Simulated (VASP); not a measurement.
# BaTiO3 in VASP: a series of runs

BaTiO3 is run at these levels: r2SCAN+U; tasks: relaxation of cell and atoms.

Everything below comes from runs of VASP 6.6.1. Logs are shortened: lines on timing, memory, paths and dates and some standing lists are left out, and cuts for length are marked.

**1. The cell of the first run**

Symmetry: Pm-3m, No. 221, cubic system. The conventional cell has a = 3.759 Å, b = 3.759 Å, c = 3.759 Å, α = 90.00°, β = 90.00°, γ = 90.00°. Ba (site symmetry m-3m) has 12 O at 2.66 Å and 8 Ti at 3.26 Å within 3.5 Å. Within 2.5 Å of Ti (site symmetry m-3m) lie 6 O at 1.88 Å. Within 2.5 Å of O (site symmetry 4/mmm) lie 2 Ti at 1.88 Å.

**2. Relaxation of cell and atoms, r2SCAN+U, target pressure 50 GPa, at which the enthalpy is minimised**

POSCAR reads:

```
BaTiO3
1.0
    3.7586752218      0.0000000000      0.0000000000
    0.0000000000      3.7586752218      0.0000000000
    0.0000000000      0.0000000000      3.7587293231
Ba Ti O
1 1 3
Direct
    0.5000000000      0.5000000000      0.5720135433
    0.0000000000      0.0000000000      0.0720107876
    0.0000000000      0.5000000000      0.0719922622
    0.5000000000      0.0000000000      0.0719922622
    0.0000000000      0.0000000000      0.5719881347
```

INCAR.step1 reads:

```
  PREC = Accurate
  ENCUT = 600
  ISMEAR = 0
  SIGMA = 0.02
  LREAL = F
  LASPH = T
  NELM = 150
  LMAXMIX = 4
  LDAU = T
  LDAUTYPE = 2
  LDAUL = -1 2 -1
  LDAUU = 0 4 0
  LDAUJ = 0 0 0
  GGA = PE
  ALGO = Normal
  EDIFF = 1E-4
  LWAVE = T
  LCHARG = F
```

INCAR.step2 reads:

```
  PREC = Accurate
  ENCUT = 600
  EDIFF = 1E-7
  ISMEAR = 0
  SIGMA = 0.02
  LREAL = F
  LASPH = T
  NELM = 150
  ALGO = Normal
  ISIF = 3
  LWAVE = F
  LCHARG = F
  LMAXMIX = 4
  LDAU = T
  LDAUTYPE = 2
  LDAUL = -1 2 -1
  LDAUU = 0 4 0
  LDAUJ = 0 0 0
  LDAUPRINT = 1
  METAGGA = R2SCAN
  LMIXTAU = T
  IBRION = 2
  NSW = 70
  EDIFFG = -0.008
  PSTRESS = 500.0
  ISTART = 1
```

KPOINTS reads:

```
Automatic mesh
0
Gamma
  6 6 6
```

Potentials or basis: VASP PAW PBE potentials, release 64 (Ba_sv, Ti_sv, O).

The run is started by

```
cat potpaw_PBE.64/Ba_sv/POTCAR potpaw_PBE.64/Ti_sv/POTCAR potpaw_PBE.64/O/POTCAR > POTCAR
cp INCAR.step1 INCAR
mpirun -np 1 vasp_std > vasp.out
cp INCAR.step2 INCAR
mpirun -np 1 vasp_std > vasp.out
```

OUTCAR:

```text
PREC = Accurate
   ENCUT = 600
   EDIFF = 1E-7
   ISMEAR = 0
   LREAL = F
   LASPH = T
   NELM = 150
   ISIF = 3
   METAGGA = R2SCAN
   IBRION = 2
   NSW = 70
   EDIFFG = -0.008
   PSTRESS = 500.0
   ISTART = 1

 ion  position               nearest neighbor table
   1  0.500  0.500  0.572-   3 2.66   4 2.66   4 2.66   3 2.66   5 2.66   5 2.66   5 2.66   5 2.66
                             3 2.66   4 2.66   3 2.66   4 2.66   2 3.26   2 3.26   2 3.26   2 3.26
   2  0.000  0.000  0.072-   5 1.88   4 1.88   3 1.88   3 1.88   4 1.88   5 1.88   1 3.26   1 3.26
                             1 3.26   1 3.26   1 3.26   1 3.26   1 3.26   1 3.26
   3  0.000  0.500  0.072-   2 1.88   2 1.88   1 2.66   1 2.66   1 2.66   1 2.66
   4  0.500  0.000  0.072-   2 1.88   2 1.88   1 2.66   1 2.66   1 2.66   1 2.66
   5  0.000  0.000  0.572-   2 1.88   2 1.88   1 2.66   1 2.66   1 2.66   1 2.66

  LATTYP: Found a simple tetragonal cell.
 ALAT       =     3.7586752218
 C/A-ratio  =     1.0000143937

  Lattice vectors:

 A1 = (   3.7586752218,   0.0000000000,   0.0000000000)
 A2 = (   0.0000000000,   3.7586752218,   0.0000000000)
 A3 = (   0.0000000000,   0.0000000000,   3.7587293231)

Analysis of symmetry for initial positions (statically):
=====================================================================
 Subroutine PRICEL returns:
 Original cell was already a primitive cell.

 Routine SETGRP: Setting up the symmetry group for a
 simple tetragonal supercell.

 Subroutine GETGRP returns: Found  8 space group operations
 (whereof  8 operations were pure point group operations)
 out of a pool of 16 trial point group operations.

The static configuration has the point symmetry C_4v.

Analysis of symmetry for dynamics (positions and initial velocities):
=====================================================================
 Subroutine PRICEL returns:
 Original cell was already a primitive cell.

 Routine SETGRP: Setting up the symmetry group for a
 simple tetragonal supercell.

 Subroutine GETGRP returns: Found  8 space group operations
 (whereof  8 operations were pure point group operations)
 out of a pool of 16 trial point group operations.

The dynamic configuration has the point symmetry C_4v.

 Subroutine INISYM returns: Found  8 space group operations
 (whereof  8 operations are pure point group operations),
 and found     1 'primitive' translations

----------------------------------------------------------------------------------------

                                     Primitive cell

  volume of cell :      53.1020

  direct lattice vectors                    reciprocal lattice vectors
     3.758675222  0.000000000  0.000000000     0.266051186  0.000000000  0.000000000
     0.000000000  3.758675222  0.000000000     0.000000000  0.266051186  0.000000000
     0.000000000  0.000000000  3.758729323     0.000000000  0.000000000  0.266047356

  length of vectors
     3.758675222  3.758675222  3.758729323     0.266051186  0.266051186  0.266047356

  position of ions in fractional coordinates (direct lattice)
     0.500000000  0.500000000  0.572013543
     0.000000000  0.000000000  0.072010788
     0.000000000  0.500000000  0.071992262
     0.500000000  0.000000000  0.071992262
     0.000000000  0.000000000  0.571988135

  ion indices of the primitive-cell ions
   primitive index   ion index
                 1           1
                 2           2
                 3           3
                 4           4
                 5           5

[... 66 lines left out ...]
   LNONCOLLINEAR =      F non collinear calculations
   LSORBIT =      F    spin-orbit coupling
   LASPH  =      T    aspherical Exc in radial PAW
   ENCUT  =  600.0 eV  44.10 Ry    6.64 a.u.   7.51  7.51  7.51*2*pi/ulx,y,z
   NELM   =    150;   NELMIN=  2; NELMDL=  0     # of ELM steps
   EDIFF  = 0.1E-06   stopping-criterion for ELM
   LREAL  =      F    real-space projection
   EDIFFG = -.8E-02   stopping-criterion for IOM
   NSW    =     70    number of steps for IOM
   IBRION =      2    ionic relax: 0-MD 1-quasi-New 2-CG
   NFREE  =      1    steps in history (QN), initial steepest desc. (CG)
   ISIF   =      3    stress and relaxation
   ISYM   =      2    0-nonsym 1-usesym 2-fastsym
   POTIM  = 0.5000    time-step for ionic-motion
   TEBEG  =    0.0;   TEEND  =   0.0 temperature during run
   PSTRESS=  500.0 pullay stress
   NELECT =      40.0000    total number of electrons
   NUPDOWN=      -1.0000    fix difference up-down
   EMIN   =  10.00;   EMAX   =-10.00  energy-range for DOS
   EFERMI =   0.00;   METHOD = LEGACY
   ISMEAR =     0;   SIGMA  =   0.02  broadening in eV -4-tet -1-fermi 0-gaus
   EFERMI_NEDOS =   21; number of points for ismear=-14 and -15
   IALGO  =     38    algorithm
   IMIX   =      4    mixing-type and parameters
     AMIX     =   0.40;   BMIX     =  1.00
     AMIX_MAG =   1.60;   BMIX_MAG =  1.00
  volume/ion in A,a.u.               =      10.62        71.67
  Fermi-wavevector in a.u.,A,eV,Ry     =   1.489560  2.814860 30.188449  2.218788
  Thomas-Fermi vector in A             =   2.602453
   LORBIT       =      0    0 simple, 1 ext, 2 COOP (PROOUT), +10 PAW based schemes
 LDA+U is selected, type is set to LDAUTYPE =  2
   angular momentum for each species LDAUL =    -1    2   -1
   U (eV)           for each species LDAUU =   0.0  4.0  0.0
   J (eV)           for each species LDAUJ =   0.0  0.0  0.0
   METAGGA = R2SCAN    functional components
   LHFCALC =     F    Hartree Fock is set to
   AEXX    =    0.0000 exact exchange contribution
   IVDW    =     0    specifies the selected vdW correction
   LEPSILON=     F    determine dielectric tensor
   LRPA    =     F    only Hartree local field effects (RPA)
 conjugate gradient relaxation of ions
 non-spin polarized calculation
 Gauss-broadening in eV      SIGMA  =   0.02
  energy-cutoff  :      600.00
  volume of cell :       53.10
 maximum number of plane-waves:      1800
   NGX = 15   NGY = 15   NGZ = 15

--------------------------------------- Ionic step        1  -------------------------------------------

 number of electron      39.9999997 magnetization

 Free energy of the ion-electron system (eV)
  ---------------------------------------------------
  ext. energy  EPLUGINS =         0.00000000
  ---------------------------------------------------
  free energy    TOTEN  =       -69.77567748 eV

  energy without entropy =      -69.77567748  energy(sigma->0) =      -69.77567748

------------------------ aborting loop because EDIFF is reached ----------------------------------------

  FORCE on cell =-STRESS in cart. coord.  units (eV):
  Direction    XX          YY          ZZ          XY          YZ          ZX
  --------------------------------------------------------------------------------------
  -------------------------------------------------------------------------------------
  Total       19.4707376     19.4707376     19.4673440      0.0000000      0.0000000      0.0000000
  in kB      587.4654533    587.4654533    587.3630640      0.0000000      0.0000000      0.0000000
  external PRESSURE =      87.4313235 kB  Pullay stress =     500.0000000 kB
[... 106 lines left out ...]
  energy  without entropy=      -70.1927473017  energy(sigma->0) =      -70.19274730

  enthalpy is  TOTEN    =       -53.2361727731 eV   P V=       16.9565745287

atom =   2  type =  2  l = 2

 onsite density matrix

spin component  1

  0.1057  0.0000  0.0000  0.0000 -0.0000
  0.0000  0.1057  0.0000 -0.0000  0.0000
  0.0000  0.0000  0.2753  0.0000 -0.0000
  0.0000 -0.0000  0.0000  0.1057 -0.0000
 -0.0000  0.0000 -0.0000 -0.0000  0.2753

spin component  2

  0.1057  0.0000  0.0000  0.0000 -0.0000
  0.0000  0.1057  0.0000 -0.0000  0.0000
  0.0000  0.0000  0.2753  0.0000 -0.0000
  0.0000 -0.0000  0.0000  0.1057 -0.0000
 -0.0000  0.0000 -0.0000 -0.0000  0.2753

 occupancies and eigenvectors

  o =  0.1057  v =  0.0000 -0.0000  0.0000  1.0000 -0.0000  0.0000  0.0000  0.0000  0.0000  0.0000      0.0000  0.0000  0.0000  0.0000  0.0000  0.0000  0.0000  0.0000  0.0000  0.0000
  o =  0.1057  v =  0.0000  0.0000  0.0000  0.0000  0.0000  0.0000 -0.0000  0.0000  1.0000 -0.0000      0.0000  0.0000  0.0000  0.0000  0.0000  0.0000  0.0000  0.0000  0.0000  0.0000
  o =  0.1057  v =  0.0000  1.0000  0.0000  0.0000  0.0000  0.0000  0.0000  0.0000  0.0000  0.0000      0.0000  0.0000  0.0000  0.0000  0.0000  0.0000  0.0000  0.0000  0.0000  0.0000
  o =  0.1057  v =  0.0000  0.0000  0.0000  0.0000  0.0000  0.0000  1.0000  0.0000  0.0000  0.0000      0.0000  0.0000  0.0000  0.0000  0.0000  0.0000  0.0000  0.0000  0.0000  0.0000
  o =  0.1057  v =  1.0000  0.0000  0.0000  0.0000  0.0000  0.0000  0.0000  0.0000  0.0000  0.0000      0.0000  0.0000  0.0000  0.0000  0.0000  0.0000  0.0000  0.0000  0.0000  0.0000
  o =  0.1057  v =  0.0000  0.0000  0.0000  0.0000  0.0000  1.0000  0.0000  0.0000  0.0000  0.0000      0.0000  0.0000  0.0000  0.0000  0.0000  0.0000  0.0000  0.0000  0.0000  0.0000
  o =  0.2753  v =  0.0000  0.0000  0.0000  0.0000  0.0000  0.0000 -0.0000 -0.0000  0.0000  1.0000      0.0000  0.0000  0.0000  0.0000  0.0000  0.0000  0.0000  0.0000  0.0000  0.0000
  o =  0.2753  v =  0.0000 -0.0000 -0.0000  0.0000  1.0000  0.0000  0.0000  0.0000  0.0000  0.0000      0.0000  0.0000  0.0000  0.0000  0.0000  0.0000  0.0000  0.0000  0.0000  0.0000
  o =  0.2753  v =  0.0000  0.0000  0.0000  0.0000  0.0000  0.0000 -0.0000  1.0000 -0.0000  0.0000      0.0000  0.0000  0.0000  0.0000  0.0000  0.0000  0.0000  0.0000  0.0000  0.0000
  o =  0.2753  v =  0.0000 -0.0000  1.0000 -0.0000  0.0000  0.0000  0.0000  0.0000  0.0000  0.0000      0.0000  0.0000  0.0000  0.0000  0.0000  0.0000  0.0000  0.0000  0.0000  0.0000

--------------------------------------- Ionic step        4  -------------------------------------------

 number of electron      40.0000006 magnetization

 Free energy of the ion-electron system (eV)
  ---------------------------------------------------
  ext. energy  EPLUGINS =         0.00000000
  ---------------------------------------------------
  free energy    TOTEN  =       -70.18428139 eV

  energy without entropy =      -70.18428139  energy(sigma->0) =      -70.18428139

 E-fermi :   5.2404     XC(G=0): -12.8938

 val. band max:        5.0618563452   @ k =   0.0000   0.0000   0.0000
 cond. band min:       8.1347320264   @ k =   0.0000   0.0000   0.0000
 fundamental gap:      3.0728756812
 Fermi energy:         5.2404425326

 k-point     1 :       0.0000    0.0000    0.0000
  band No.  band energies     occupation
      1     -53.9604      2.00000
      2     -29.1954      2.00000
      3     -29.1954      2.00000
      4     -29.1946      2.00000
      5     -20.1921      2.00000
      6     -13.1461      2.00000
[... 637 lines left out ...]
     23      10.7185      0.00000
     24      11.6046      0.00000

 [... further k-points ...]

------------------------ aborting loop because EDIFF is reached ----------------------------------------

  FORCE on cell =-STRESS in cart. coord.  units (eV):
  Direction    XX          YY          ZZ          XY          YZ          ZX
  --------------------------------------------------------------------------------------
  -------------------------------------------------------------------------------------
  Total       16.9470778     16.9470778     16.9465493      0.0000000      0.0000000      0.0000000
  in kB      499.9700986    499.9700986    499.9545072      0.0000000      0.0000000      0.0000000
  external PRESSURE =      -0.0350985 kB  Pullay stress =     500.0000000 kB
[... 24 lines left out ...]
  energy  without entropy=      -70.1842813856  energy(sigma->0) =      -70.18428139

  enthalpy is  TOTEN    =       -53.2361900872 eV   P V=       16.9480912984

 reached required accuracy - stopping structural energy minimisation
```

Wall time 23 min (1 thread of Intel Xeon 8259CL, shared host); peak memory 0.23 GiB.

Results:

- Free energy: -70.1843 eV
- Relaxed volume: 10.86 Å³/atom
- Relaxed cell: a = 3.787 Å, b = 3.787 Å, c = 3.787 Å, α = 90.00°, β = 90.00°, γ = 90.00°
- Space group after relaxing (to 0.1 Å): Pm-3m (No. 221)
- Energy change on relaxing (the run minimises the enthalpy): -81.7 meV/atom
- Ionic steps: 4
- Pressure after relaxing: 50.0 GPa
- Largest force after relaxing: 0.008 eV/Å
- Band gap on the k mesh: 3.07 eV

Forces on the atoms (eV/Å):
```
Ba   0.000  0.000  0.002
Ti   0.000  0.000 -0.008
O    0.000  0.000  0.004
O    0.000  0.000  0.004
O    0.000  0.000 -0.003
```

Step by step:
| step | energy change (eV) | largest force (eV/Å) | pressure (GPa) | volume (Å³) |
| --- | --- | --- | --- | --- |
| 1 | 0.0000 | 0.0092 | 58.74 | 53.10 |
| 2 | -1.2385 | 0.0017 | 29.80 | 57.68 |
| 3 | -0.4171 | 0.0078 | 49.81 | 54.33 |
| 4 | -0.4086 | 0.0078 | 50.00 | 54.31 |

Final structure:
```
CELL_PARAMETERS angstrom
3.78692 0.00000 0.00000
0.00000 3.78692 0.00000
0.00000 0.00000 3.78694
ATOMIC_POSITIONS crystal
Ba 0.50000 0.50000 0.57203
Ti 0.00000 0.00000 0.07198
O 0.00000 0.50000 0.07201
O 0.50000 0.00000 0.07201
O 0.00000 0.00000 0.57197
```

Eigenvalues of the final occupation matrices:
```csv
site,spin,trace,eigenvalues
site 2 d,1,0.87,0.11 0.11 0.11 0.28 0.28
site 2 d,2,0.87,0.11 0.11 0.11 0.28 0.28
```

Caveat: the cell is relaxed towards a set pressure, so the run minimises the enthalpy, not the energy; the PAW data sets were made with another functional, which shifts forces and pressure a little; spin-orbit coupling is left out, which moves the levels of the heavy elements. A k mesh can miss the band edges.

(Continued in part 2 of 2.)
